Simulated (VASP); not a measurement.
The system is GaSi3.

```xyz
4
Lattice="3.9330 0.0000 0.0000 0.0000 3.9330 0.0000 0.0000 0.0000 3.9330" Properties=species:S:1:pos:R:3 pbc="T T T"
Ga    0.0000    0.0000    0.0000
Si    0.0000    1.9665    1.9665
Si    1.9665    0.0000    1.9665
Si    1.9665    1.9665    0.0000
```

```yaml
Program: VASP 6.6.1
Task: relaxation of cell and atoms
Functional: PBE
Potentials_or_basis: VASP PAW PBE potentials, release 64 (Ga_d, Si)
Cutoff: 600 eV
k_mesh: 12 × 12 × 12
Occupations: gaussian, width 0.1 eV
Spin: no spin polarisation
```

At the start: pressure 2.6 GPa; volume 15.21 Å³/atom.

Problem. How do energy, volume and symmetry change on relaxing?

Solution. Over 3 steps the energy falls by 3.8 meV/atom and the volume is 15.70 Å³/atom (+3.2 %); space group Pm-3m (No. 221, to 0.1 Å) before and after.

Step by step:
| step | energy change (eV) | largest force (eV/Å) | pressure (GPa) | volume (Å³) |
| --- | --- | --- | --- | --- |
| 1 | 0.0000 | 0.0000 | 2.59 | 60.84 |
| 2 | -0.0152 | 0.0000 | -0.29 | 63.03 |
| 3 | -0.0154 | 0.0000 | -0.01 | 62.79 |

Final structure:
```xyz
4
Lattice="3.9746 0.0000 0.0000 0.0000 3.9746 0.0000 0.0000 0.0000 3.9746" Properties=species:S:1:pos:R:3 pbc="T T T"
Ga    0.0000    0.0000    0.0000
Si    0.0000    1.9873    1.9873
Si    1.9873    0.0000    1.9873
Si    1.9873    1.9873    0.0000
```
